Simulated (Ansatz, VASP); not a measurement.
## Na in VASP and in Ansatz

File INCAR:

```
SYSTEM = Na
PREC = Accurate
ENCUT = 600
EDIFF = 1E-6
ISMEAR = -1
SIGMA = 0.05
LREAL = .False.
LASPH = .True.
NELM = 60
ALGO = Fast
ISIF = 3
LWAVE = .False.
LCHARG = .False.
GGA = PS
IVDW = 12
IBRION = 2
NSW = 60
EDIFFG = -0.01
```

File KPOINTS:

```
Automatic mesh
0
Gamma
  8 8 5
  0 0 0
```

Contents of POSCAR:

```
Na
1.0
    3.7670000000      0.0000000000      0.0000000000
   -1.8835000000      3.2623176961      0.0000000000
    0.0000000000      0.0000000000      6.1540000000
Na
2
Direct
    0.6666666667      0.3333333333      0.7500000000
    0.3333333333      0.6666666667      0.2500000000
```

input.yaml

```yaml
crystal:
  lattice:
    - [3.767, 0.0, 0.0]
    - [-1.8835, 3.2623176961, 0.0]
    - [0.0, 0.0, 6.154]
  atoms:
    - { symbol: Na, position: [0.6666666667, 0.3333333333, 0.75] }
    - { symbol: Na, position: [0.3333333333, 0.6666666667, 0.25] }
hamiltonian:
  xc: pbesol
  pseudopotentials: { kind: paw }
  dispersion: d3bj
kpoints:
  mp_grid: { grid: [8, 8, 5] }
scf:
  occupations: { method: fermi_dirac, width: 0.05 }
output:
  forces: true
  stress: true
  eigenvalues: true
relax:
  f_tol: 0.01
  max_steps: 40
  cell: { stress_tol: 0.05 }
```

Alike in both runs: task relaxation of cell and atoms; functional PBEsol; dispersion D3(BJ); k mesh 8 × 8 × 5; occupations fermi-dirac, width 0.05 eV; no spin polarisation.

|  | VASP | Ansatz |
| --- | --- | --- |
| version | VASP 6.6.1 | Ansatz 0.2.0 |
| potentials or method | VASP PAW PBE potentials, release 64 (Na_pv) | Ansatz PAW |
| plane-wave cutoff (eV) | 600 | 420 |
| valence electrons in the cell | 14 | 18 |

```tsv
	VASP	Ansatz	Ansatz less VASP
gap on the k mesh at the Fermi level, each at its own relaxed structure (eV)	none	none	-
relaxed volume (Å³/atom)	33.15	33.08	-0.067
relaxed cell length with the largest relative difference (Å)	5.831	5.816	-0.0149
```

VASP's potentials were made for PBE, not for PBEsol. A gap of «none» marks a metal or a gap that the smearing closes. VASP's potentials hold 14 valence electrons a cell and Ansatz's 18, so a difference there can come from the potentials and not from the codes.

Noted on Ansatz's run: the plane-wave basis is chosen anew once the cell has moved, so the energies of steps on either side of that aren't comparable.
